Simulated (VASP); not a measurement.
Write the native input for VASP 6.6.1 that does the following.

```yaml
Task: single point
Functional: PBE
Potentials_or_basis: VASP PAW PBE potentials, release 64 (Pt, W_sv, Se)
Cutoff: 520 eV
k_mesh: 4 × 4 × 4
Occupations: gaussian, width 0.1 eV
Spin: no spin polarisation
Dipole_correction: no
Further_INCAR_settings: ALGO = Normal; EDIFF = 1e-07; NBANDS = 33
```

The structure of PtWSe4 lies in POSCAR:

```
PtWSe4
1.0
   -2.7442833551      2.7442833551      5.9973359422
    2.7442833551     -2.7442833551      5.9973359422
    2.7442833551      2.7442833551     -5.9973359422
Pt W Se
1 1 4
Direct
    0.5000000000      0.5000000000      0.0000000000
    0.0000000000      0.0000000000      0.0000000000
    0.6408431329      0.6408431329      0.5185556931
    0.8777125602      0.3591568671      0.0000000000
    0.1222874398      0.1222874398      0.4814443069
    0.3591568671      0.8777125602      0.0000000000
```

The cell was generated, and may not be a known phase.

The input as run:

INCAR

```
SYSTEM = PtWSe4
ALGO = Normal
EDIFF = 1E-7
ENCUT = 520
GGA = PE
ISIF = 2
ISMEAR = 0
LASPH = .True.
LCHARG = .False.
LREAL = .False.
LWAVE = .False.
NBANDS = 33
NELM = 80
PREC = Accurate
SIGMA = 0.1
```

KPOINTS

```
k-points
0
Gamma
  4 4 4
  0 0 0
```

Potentials or basis: VASP PAW PBE potentials, release 64 (Pt, W_sv, Se).

Launch:

```sh
$ cat potpaw_PBE.64/Pt/POTCAR potpaw_PBE.64/W_sv/POTCAR potpaw_PBE.64/Se/POTCAR > POTCAR
$ mpirun -np 1 vasp_std > vasp.out
```

Results of the run:

| Item | Value |
| --- | --- |
| Pressure | 0.3 GPa |
| Largest force | 0.070 eV/Å |
| Band gap on the k mesh | zero (bands 24 and 25 overlap by 1.06 eV) |

Caveat: spin-orbit coupling is left out, which moves the levels of the heavy elements.

Wall time 95 s on 1 thread of Intel(R) Xeon(R) 6975P-C (Granite Rapids) (shared host), peak memory 0.43 GiB.
